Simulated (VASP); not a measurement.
Write the native input for VASP 6.6.1 that does the following.

* Task: single point
* Functional: PBEsol
* Potentials or basis: VASP PAW PBE potentials, release 64 (Si, C)
* Cutoff: 520 eV
* k mesh: 2 × 2 × 2
* Occupations: gaussian, width 0.01 eV
* Spin: no spin polarisation
* Dipole correction: no
* Further INCAR settings: LREAL = Auto; ALGO = Normal; EDIFF = 1e-06; NBANDS = 86

The structure of SiC lies in POSCAR:

```
SiC
1.0
    3.0780369068     -5.3313163218      0.0000000000
   -6.1560738237      0.0000000058      0.0000000000
    0.0000000000      0.0000000000    -10.0756977068
Si C
16 16
Direct
    0.3333333333      0.1666666667      0.0621701848
    0.8333333333      0.1666666667      0.0621701848
    0.3333333333      0.6666666667      0.0621701848
    0.8333333333      0.6666666667      0.0621701848
    0.1666666667      0.3333333333      0.5621701848
    0.6666666667      0.3333333333      0.5621701848
    0.1666666667      0.8333333333      0.5621701848
    0.6666666667      0.8333333333      0.5621701848
    0.5000000000      0.5000000000      0.3121022255
    1.0000000000      0.5000000000      0.3121022255
    0.5000000000      1.0000000000      0.3121022255
    1.0000000000      1.0000000000      0.3121022255
    0.0000000000      0.0000000000      0.8121022255
    0.5000000000      0.0000000000      0.8121022255
    0.0000000000      0.5000000000      0.8121022255
    0.5000000000      0.5000000000      0.8121022255
    0.3333333333      0.1666666667      0.2501819866
    0.8333333333      0.1666666667      0.2501819866
    0.3333333333      0.6666666667      0.2501819866
    0.8333333333      0.6666666667      0.2501819866
    0.1666666667      0.3333333333      0.7501819866
    0.6666666667      0.3333333333      0.7501819866
    0.1666666667      0.8333333333      0.7501819866
    0.6666666667      0.8333333333      0.7501819866
    0.0000000000      0.5000000000      0.4995466031
    0.5000000000      0.5000000000      0.4995466031
    0.0000000000      1.0000000000      0.4995466031
    0.5000000000      1.0000000000      0.4995466031
    0.0000000000      0.0000000000      0.9995466031
    0.5000000000      0.0000000000      0.9995466031
    0.0000000000      0.5000000000      0.9995466031
    0.5000000000      0.5000000000      0.9995466031
```

These files were run (other wordings do the same):

INCAR

```
ALGO     = Normal         # electronic algorithm
EDIFF    = 1E-6           # SCF threshold, eV
ENCUT    = 520            # plane-wave cutoff, eV
GGA      = PS             # functional
ISIF     = 2              # what is computed and relaxed
ISMEAR   = 0              # smearing method
LASPH    = T              # aspherical terms in the spheres
LCHARG   = F              # write CHGCAR
LREAL    = Auto         
LWAVE    = F              # write WAVECAR
NBANDS   = 86             # bands
NELM     = 80             # most SCF steps
PREC     = Accurate       # precision mode
SIGMA    = 0.01           # smearing width, eV
```

KPOINTS

```
k-points
0
Gamma
  2 2 2
```

Potentials or basis: VASP PAW PBE potentials, release 64 (Si, C).

The run is started by

```bash
$ cat potpaw_PBE.64/Si/POTCAR potpaw_PBE.64/C/POTCAR > POTCAR
$ mpirun -np 1 vasp_std > vasp.out
```

Results of the run:

```
Pressure               : 0.6 GPa
Largest force          : 0.052 eV/Å
Band gap on the k mesh : 2.08 eV
```

Caveat: the k points lie up to 0.59 Å⁻¹ apart; the PAW data sets were made with another functional, which shifts forces and pressure a little.

Wall time 4.4 min on 1 thread of Intel(R) Xeon(R) Platinum 8259CL CPU @ 2.50GHz (Skylake/Cascade Lake) (shared host), peak memory 0.43 GiB.
